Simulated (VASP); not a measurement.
Ga: single point with LDA

Crystal: Ga.

```
CELL_PARAMETERS angstrom
-1.42702 1.42702 2.26555
1.42702 -1.42702 2.26555
1.42702 1.42702 -2.26555
ATOMIC_POSITIONS crystal
Ga 0.00000 0.00000 0.00000
```

```json
{
  "Program": "VASP 6.6.1",
  "Task": "single point",
  "Functional": "LDA",
  "Potentials or basis": "VASP PAW LDA potentials, release 64 (Ga_d)",
  "Cutoff": "520 eV",
  "k mesh": "14 × 14 × 16",
  "Occupations": "fermi-dirac, width 0.05 eV",
  "Spin": "no spin polarisation",
  "Dipole correction": "no",
  "Further INCAR settings": "ALGO = Normal; EDIFF = 1e-07; NBANDS = 12; ISYM = 0"
}
```

```json
{"Pressure": "-4.1 GPa", "Band gap on the k mesh": "zero (an odd number of electrons rules out a gap without spin polarisation)"}
```

Stress tensor (GPa, compression positive):
```
-4.12 -0.15  0.11
-0.15 -4.12  0.11
 0.11  0.11 -4.10
```

Levels at points of the mesh, in eV from the Fermi level:
```
           k point  band 4  band 5  band 6  band 7  band 8  band 9
(0.00, 0.00, 0.00)  -14.95  -14.82  -11.21   12.29   12.32   12.32
(0.50, 0.00, 0.00)  -14.79  -14.75   -4.98   -4.01    8.32   11.29
(0.00, 0.50, 0.00)  -14.79  -14.75   -4.98   -4.01    8.32   11.29
(0.50, 0.50, 0.00)  -14.79  -14.69   -2.09   -1.54    3.97    4.88
(0.00, 0.00, 0.50)  -14.79  -14.69   -2.09   -1.54    3.97    4.88
(0.50, 0.00, 0.50)  -14.79  -14.75   -4.98   -4.01    8.32   11.29
(0.00, 0.50, 0.50)  -14.79  -14.75   -4.98   -4.01    8.32   11.29
(0.50, 0.50, 0.50)  -14.76  -14.76   -3.92   -3.44    6.30    6.30
```

Wall time 6.3 min on 1 thread of Oxide Virtual Turin-like Processor, on a shared host, peak memory 0.37 GiB.

Caveat: the cell stands under tension.
